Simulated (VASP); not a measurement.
Input of a VASP 6.6.1 run:

Contents of INCAR:

```
SYSTEM = BN
ALGO = Normal ; EDIFF = 1E-6
EDIFFG = -0.001 ; ENCUT = 600
GGA = PS ; IBRION = 2
ISIF = 3 ; ISMEAR = 0
LASPH = .True. ; LCHARG = .False.
LREAL = .False. ; LWAVE = .False.
NELM = 80 ; NSW = 80
PREC = Accurate ; SIGMA = 0.01
```

The input KPOINTS:

```
k-points
0
Gamma
  12 12 12
  0 0 0
```

File POSCAR:

```
BN
1.0
    0.0000000000      1.8028545064      1.8028545064
    1.8028545064      0.0000000000      1.8028545064
    1.8028545064      1.8028545064      0.0000000000
B N
1 1
Direct
    0.0000000000      0.0000000000      0.0000000000
    0.7500000000      0.7500000000      0.7500000000
```

Potentials or basis: VASP PAW PBE potentials, release 64 (B, N).

Command:

```console
$ cat potpaw_PBE.64/B/POTCAR potpaw_PBE.64/N/POTCAR > POTCAR
$ mpirun -np 1 vasp_std > vasp.out
```

What does it give for the band gap on the k mesh?

4.28 eV, indirect (least direct gap 8.79 eV).

Estimate the relaxed cell.

a = 2.550 Å, b = 2.550 Å, c = 2.550 Å, α = 60.00°, β = 60.00°, γ = 60.00°.

Estimate the space group after relaxing (to 0.05 Å).

F-43m (No. 216).

Estimate the relaxed volume.

5.86 Å³/atom.

Final structure:
```yaml
crystal:
  lattice:
    - [0.00000, 1.80331, 1.80331]
    - [1.80331, 0.00000, 1.80331]
    - [1.80331, 1.80331, 0.00000]
  atoms:
    - { symbol: B, position: [0.00000, 0.00000, 0.00000] }
    - { symbol: N, position: [0.75000, 0.75000, 0.75000] }
```

Caveat: the PAW data sets were made with another functional, which shifts forces and pressure a little. A k mesh can miss the band edges.
